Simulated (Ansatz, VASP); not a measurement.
## SnO2 in VASP and in Ansatz

```
Sn O
1.0
     4.76866    0.00000    0.00000
     0.00000    4.77007    0.00000
     0.00000    0.00000    3.21198
Sn O
2 4
Cartesian
  2.3843 2.3850 1.6060
  0.0000 0.0000 0.0000
  1.4602 1.4613 0.0000
  3.8445 0.9237 1.6060
  0.9241 3.8463 1.6060
  3.3084 3.3088 0.0000
```

Alike in both runs: functional PBEsol; k mesh 6 × 6 × 8; occupations gaussian, width 0.02 eV; no spin polarisation.

Ansatz relaxed the structure, and its values are those at the end. VASP's run is a single point on that final structure, the one shown.

|  | VASP | Ansatz |
| --- | --- | --- |
| version | VASP 6.6.1 | Ansatz 0.2.0 |
| potentials or method | VASP PAW PBE potentials, release 64 (Sn_d, O), cutoff 520 eV | scalar-relativistic, plane waves, PAW |
| valence electrons in the cell | 52 | 52 |

```tsv
	VASP	Ansatz	Ansatz less VASP
gap on the k mesh at the Fermi level (eV)	0.91	0.92	+0.005
least direct gap on the mesh (eV)	0.91	0.92	+0.005
pressure (GPa)	0.6	0.0	-0.65
rms of the force components (eV/Å)	0.007	0.000	-0.0072
```

VASP's potentials were made for PBE, not for PBEsol.
